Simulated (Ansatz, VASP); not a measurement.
## Two plane-wave programs on Ag3IO

```xyz
5
Lattice="5.2848 0.0000 0.0000 0.0000 5.2848 0.0000 0.0000 0.0000 5.2848" Properties=species:S:1:pos:R:3 pbc="T T T"
Ag    2.6424    0.0000    0.0000
Ag    0.0000    2.6424    0.0000
Ag    0.0000    0.0000    2.6424
I     0.0000    0.0000    0.0000
O     2.6424    2.6424    2.6424
```

Alike in both runs: task relaxation of cell and atoms; functional PBE; k mesh 8 × 8 × 8; occupations gaussian, width 0.1 eV; no spin polarisation.

|  | VASP | Ansatz |
| --- | --- | --- |
| version | VASP 6.6.1 | Ansatz 0.2.0 |
| potentials or method | VASP PAW PBE potentials, release 64 (Ag, I, O), cutoff 600 eV | scalar-relativistic, plane waves, PAW |
| valence electrons in the cell | 46 | 80 |

|  | VASP | Ansatz | Ansatz less VASP |
| --- | --- | --- | --- |
| gap on the k mesh at the Fermi level, each at its own relaxed structure (eV) | none | none | - |
| relaxed volume (Å³/atom) | 30.74 | 30.79 | +0.058 |
| relaxed cell length with the largest relative difference (Å) | 5.356 | 5.360 | +0.0033 |

A gap of «none» marks a metal or a gap that the smearing closes. VASP's potentials hold 46 valence electrons a cell and Ansatz's 80, so a difference there can come from the potentials and not from the codes.

Neither program's run includes spin-orbit coupling.
